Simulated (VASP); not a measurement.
Here is a VASP 6.6.1 calculation.

INCAR

```
SYSTEM = Zn12H2O
PREC = Accurate
ENCUT = 520
EDIFF = 1E-7
ISMEAR = 0
SIGMA = 0.05
LREAL = Auto
LASPH = .TRUE.
NELM = 100
ALGO = Normal
ISIF = 2
LWAVE = .FALSE.
LCHARG = .FALSE.
GGA = PE
IVDW = 12
NBANDS = 89
LUSENCCL = .FALSE.
```

File KPOINTS:

```
regular mesh
0
G
  5 5 1
  0 0 0
```

The input POSCAR:

```
Zn12H2O
1.0
    5.3200000000      0.0000000000      0.0000000000
    2.6600000000      4.6072550000      0.0000000000
    0.0000000000      0.0000000000     17.9369600000
Zn O H
12 1 2
Direct
    0.0000000000      0.0000000000      0.0557508000
    0.5000000000      0.0000000000      0.0557508000
    0.0000000000      0.5000000000      0.0557508000
    0.5000000000      0.5000000000      0.0557508000
   -0.1677629966      0.3338650611      0.1872043648
    0.3334697743      0.3338096269      0.1870007916
   -0.1667530603      0.8335460025      0.1861286346
    0.3340030519      0.8320701317      0.1873690205
   -0.0002612529      0.0002768727      0.3157310266
    0.5000012991      0.0002655072      0.3154916750
    0.0002360253      0.5001626974      0.3155572244
    0.4997958771      0.4975856299      0.3262363226
    0.5014399507      0.5493815225      0.4709958580
    0.6871484475      0.5440049098      0.4713671699
    0.3602734739      0.7559465890      0.4674172432
```

Potentials or basis: VASP PAW PBE potentials, release 64 (Zn, O, H).

Launch:

```bash
$ cat potpaw_PBE.64/Zn/POTCAR potpaw_PBE.64/O/POTCAR potpaw_PBE.64/H/POTCAR > POTCAR
$ mpirun -np 1 vasp_std > vasp.out
```

Task: What does it give for the band gap on the k mesh?

Result: Zero (bands 76 and 77 overlap by 1.66 eV).

Task: What does it give for the largest force?

Result: 0.127 eV/Å.

Forces in eV/Å, atoms in the order of the input:
```
Zn   0.017  0.006  0.005
Zn  -0.016  0.002  0.009
Zn  -0.005 -0.012  0.007
Zn   0.003  0.004 -0.065
Zn  -0.003  0.002 -0.002
Zn   0.003  0.002 -0.003
Zn   0.000 -0.001 -0.001
Zn  -0.001 -0.004 -0.002
Zn   0.001 -0.003  0.017
Zn  -0.001 -0.006  0.016
Zn  -0.003  0.003  0.017
Zn   0.002  0.003  0.007
O   -0.058 -0.036 -0.007
H    0.119 -0.043  0.004
H   -0.060  0.082 -0.003
```

Caveat: there is no dipole correction, which matters where the two faces differ.
